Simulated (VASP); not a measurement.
Wanted: the native input for a VASP 6.6.1 run.

| Item | Value |
| --- | --- |
| Task | single point |
| Functional | PBEsol |
| Potentials or basis | VASP PAW PBE potentials, release 64 (Be) |
| Cutoff | 520 eV |
| k mesh | 23 × 23 × 23, shifted |
| Occupations | fermi-dirac, width 0.05 eV |
| Spin | no spin polarisation |
| Dipole correction | no |
| Further INCAR settings | ALGO = Normal; EDIFF = 1e-07; NBANDS = 7; ISYM = 0 |

The structure of Be lies in POSCAR:

```
Be
1.0
    0.0000000000      1.5735642943      1.5735642943
    1.5735642943      0.0000000000      1.5735642943
    1.5735642943      1.5735642943      0.0000000000
Be
1
Direct
    0.0000000000      0.0000000000      0.0000000000
```

This isn't the form of Be at room conditions, which is hcp.

These files were run (other wordings do the same):

INCAR

```
  ALGO = Normal
  EDIFF = 1E-7
  ENCUT = 520
  GGA = PS
  ISIF = 2
  ISMEAR = -1
  ISYM = 0
  LASPH = T
  LCHARG = T
  LELF = T
  LREAL = F
  LVHAR = T
  LWAVE = F
  NBANDS = 7
  NELM = 80
  PREC = Accurate
  SIGMA = 0.05
```

KPOINTS

```
Automatic mesh
0
Gamma
  23 23 23
  0.5 0.5 0.5
```

Potentials or basis: VASP PAW PBE potentials, release 64 (Be).

Run with:

```bash
$ cat potpaw_PBE.64/Be/POTCAR > POTCAR
$ mpirun -np 1 vasp_std > vasp.out
```

Results of the run:

The pressure is 0.4 GPa and the band gap on the k mesh is zero (bands 1 and 2 overlap by 0.98 eV).

Caveat: the PAW data sets were made with another functional, which shifts forces and pressure a little.

Wall time 11 min on 1 thread of Intel(R) Xeon(R) Platinum 8488C (Sapphire Rapids), on a shared host, peak memory 1.2 GiB.
